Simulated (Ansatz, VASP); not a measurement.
AlH: VASP beside Ansatz

```
Al H
1.0
     2.27702   -2.17295   -0.37480
     2.27702    2.17295   -0.37480
    -1.75605    0.00000    4.79548
Al H
2 2
Direct
  0.34967 0.34967 0.18909
  0.65033 0.65033 0.81091
  0.25063 0.25063 0.49198
  0.74937 0.74937 0.50802
```

Alike in both runs: functional PBE; k mesh 6 × 6 × 4; occupations gaussian, width 0.1 eV; no spin polarisation.

Ansatz relaxed the structure, and its values are those at the end. VASP's run is a single point on that final structure, the one shown.

|  | VASP | Ansatz |
| --- | --- | --- |
| version | VASP 6.6.1 | Ansatz 0.2.0 |
| potentials or method | VASP PAW PBE potentials, release 64 (Al, H), cutoff 520 eV | scalar-relativistic, plane waves, PAW |
| valence electrons in the cell | 8 | 8 |

```csv
,VASP,Ansatz,Ansatz less VASP
gap on the k mesh at the Fermi level (eV),none,none,-
pressure (GPa),0.0,0.1,+0.12
rms of the force components (eV/Å),0.005,0.003,-0.0018
```

A gap of «none» marks a metal or a gap that the smearing closes. The functional is the same, so the differences come from potentials, cutoffs and numerics.
